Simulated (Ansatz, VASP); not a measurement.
**One calculation of CdSe, two programs**

Contents of POSCAR:

```
CdSe
1.0
    0.0000000000      3.0678016992      3.0678016992
    3.0678016992      0.0000000000      3.0678016992
    3.0678016992      3.0678016992      0.0000000000
Cd Se
1 1
Direct
    0.0000000000      0.0000000000      0.0000000000
    0.7500000000      0.7500000000      0.7500000000
```

Contents of INCAR.step1:

```
SYSTEM = CdSe
PREC = Accurate
ENCUT = 520
ISMEAR = 0
SIGMA = 0.01
LREAL = .False.
LASPH = .True.
NELM = 60
NBANDS = 16
GGA = PE
ALGO = Normal
EDIFF = 1E-4
LWAVE = .True.
LCHARG = .False.
```

The input INCAR.step2:

```
SYSTEM = CdSe
PREC = Accurate
ENCUT = 520
EDIFF = 1E-6
ISMEAR = 0
SIGMA = 0.01
LREAL = .False.
LASPH = .True.
NELM = 60
ALGO = Normal
ISIF = 2
LWAVE = .False.
LCHARG = .False.
METAGGA = R2SCAN
LMIXTAU = .True.
NBANDS = 16
ISTART = 1
```

KPOINTS

```
regular mesh
0
Gamma
  8 8 8
  0 0 0
```

Input for Ansatz:

```yaml
crystal:
  lattice:
    - [0.0, 3.0678016992, 3.0678016992]
    - [3.0678016992, 0.0, 3.0678016992]
    - [3.0678016992, 3.0678016992, 0.0]
  atoms:
    - { symbol: Cd, position: [0.0, 0.0, 0.0] }
    - { symbol: Se, position: [0.75, 0.75, 0.75] }
kpoints:
  mp_grid: { grid: [8, 8, 8] }
  band_path:
    path:
      - [0.0, 0.0, 0.0]
      - [-0.5, -0.5, 0.0]
      - [-0.375, -0.375, 0.25]
      - [-0.375, 0.0, 0.375]
      - [0.0, 0.0, 0.5]
      - [-0.5, -0.25, 0.25]
    npoints: 1
hamiltonian:
  xc: r2scan
scf:
  occupations: { method: fixed }
  n_extra_bands: 4
output:
  forces: true
  stress: true
  eigenvalues: true
  write_density: true
  write_potential: true
  elf: true
  volumetric_format: npy
```

Alike in both runs: task single point; functional r2SCAN; k mesh 8 × 8 × 8; no spin polarisation.

|  | VASP | Ansatz |
| --- | --- | --- |
| version | VASP 6.6.1 | Ansatz 0.2.0 |
| potentials or method | VASP PAW PBE potentials, release 64 (Cd, Se) | plane waves, PAW |
| plane-wave cutoff (eV) | 520 | 500 |
| occupations | gaussian, width 0.01 eV | fixed |
| valence electrons in the cell | 18 | 36 |

|  | VASP | Ansatz | Ansatz less VASP |
| --- | --- | --- | --- |
| gap on the k mesh at the Fermi level (eV) | 1.03 | 1.04 | +0.010 |
| pressure (GPa) | 0.2 | -0.1 | -0.24 |

VASP's potentials were made for PBE, not for r2SCAN. VASP's potentials hold 18 valence electrons a cell and Ansatz's 36, so a difference there can come from the potentials and not from the codes.
